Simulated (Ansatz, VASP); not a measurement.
One calculation of Ag, two programs

```
Ag
1.0
     2.94662    0.00000    0.00000
    -1.47331    2.55184    0.00000
     0.00000    0.00000    4.78566
Ag
2
Direct
  0.33333 0.66667 0.25000
  0.66667 0.33333 0.75000
```

Alike in both runs: task single point; functional LDA; k mesh 14 × 14 × 8; occupations fermi-dirac, width 0.1 eV; no spin polarisation.

|  | VASP | Ansatz |
| --- | --- | --- |
| version | VASP 6.6.1 | Ansatz 0.2.0 |
| potentials or method | VASP PAW LDA potentials, release 64 (Ag), cutoff 520 eV | plane waves (420 eV) with PAW, scalar-relativistic |
| valence electrons in the cell | 22 | 38 |

|  | VASP | Ansatz | Ansatz less VASP |
| --- | --- | --- | --- |
| pressure (GPa) | -11.2 | -11.3 | -0.15 |
| traceless stress, the component that is largest in VASP (GPa) | 0.23 | 0.24 | +0.007 |

Ansatz warns that its potentials were made for another functional, while VASP's fit it. LDA's correlation is that of Perdew and Zunger in VASP and of Perdew and Wang (1992) in Ansatz. VASP's potentials hold 22 valence electrons a cell and Ansatz's 38, so a difference there can come from the potentials and not from the codes.
